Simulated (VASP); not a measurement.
A run of VASP 6.6.1:

File INCAR:

```
SYSTEM = Y
ALGO = Normal
EDIFF = 1E-7
ENCUT = 520
GGA = CA
ISIF = 2
ISMEAR = -1
LASPH = .True.
LCHARG = .False.
LREAL = .False.
LWAVE = .False.
NBANDS = 12
NELM = 100
PREC = Accurate
SIGMA = 0.08
```

File KPOINTS:

```
k-points
0
Gamma
  12 12 12
  0 0 0
```

Contents of POSCAR:

```
Y
1.0
    3.1515627505      0.0000000000      0.0000000000
    0.0000000000      3.1515627505      0.0000000000
    0.0000000000      0.0000000000      3.1515627505
Y
1
Direct
    0.0000000000      0.0000000000      0.0000000000
```

Potentials or basis: VASP PAW LDA potentials, release 64 (Y_sv).

Launch:

```sh
$ cat potpaw_LDA.64/Y_sv/POTCAR > POTCAR
$ mpirun -np 1 vasp_std > vasp.out
```

Hardware: 1 thread of AMD EPYC 9R45 96-Core Processor (Zen 5), on a shared host.

Q: Estimate the wall time of this run.

A: Wall time 11 s on 1 thread of AMD EPYC 9R45 96-Core Processor (Zen 5), with other jobs on the host, peak memory 0.13 GiB. Counts: scf iterations 13, k points 84.
